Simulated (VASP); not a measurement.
## TiB2 (dscan): relaxation of cell and atoms with r2SCAN

TiB2 (dscan):

```
Ti B
1.0
     3.02593    0.00000    0.00000
    -1.51296    2.62053    0.00000
     0.00000    0.00000    3.22877
Ti B
1 2
Direct
  0.00000 0.00000 0.00000
  0.33333 0.66667 0.50000
  0.66667 0.33333 0.50000
```

* Program: VASP 6.6.1
* Task: relaxation of cell and atoms
* Functional: r2SCAN
* Potentials or basis: VASP PAW PBE potentials, release 64 (Ti_sv, B)
* Cutoff: 600 eV
* k mesh: 15 × 15 × 12
* Occupations: gaussian, width 0.1 eV
* Spin: no spin polarisation
* Dipole correction: no
* Further INCAR settings: ALGO = Normal; EDIFF = 1e-06; IBRION = 2; EDIFFG = -0.002; NSW = 100; ISIF = 3

The relaxed volume is 8.54 Å³/atom, the relaxed cell is a = 3.027 Å, b = 3.027 Å, c = 3.228 Å, α = 90.00°, β = 90.00°, γ = 120.00° and the space group after relaxing (to 0.05 Å) is P6/mmm (No. 191). The energy gained by relaxing is 0.0 meV/atom, the ionic steps are 11 and the pressure after relaxing is 0.0 GPa. The band gap on the k mesh is zero (band 9 reaches 10.60 eV, above the bottom of band 10 at 9.95 eV).

Final structure:
```xyz
3
Lattice="3.0273 0.0000 0.0000 -1.5136 2.6217 0.0000 0.0000 0.0000 3.2277" Properties=species:S:1:pos:R:3 pbc="T T T"
Ti    0.0000    0.0000    0.0000
B     0.0000    1.7478    1.6139
B     1.5136    0.8739    1.6139
```

Levels at points of the mesh, in eV from the Fermi level:
```csv
k point,band 6,band 7,band 8,band 9,band 10,band 11,band 12,band 13
"(0.00, 0.00, 0.00)",-2.80,-2.80,-2.64,-2.22,1.96,1.96,3.83,3.83
"(0.00, 0.00, 0.50)",-8.17,-0.66,-0.66,-0.24,-0.24,0.45,0.45,1.74
```

Run time: 5.6 min on 1 thread of Intel(R) Xeon(R) 6975P-C (Granite Rapids) (shared host), peak memory 0.22 GiB.

Caveat: the PAW data sets were made with another functional, which shifts forces and pressure a little.
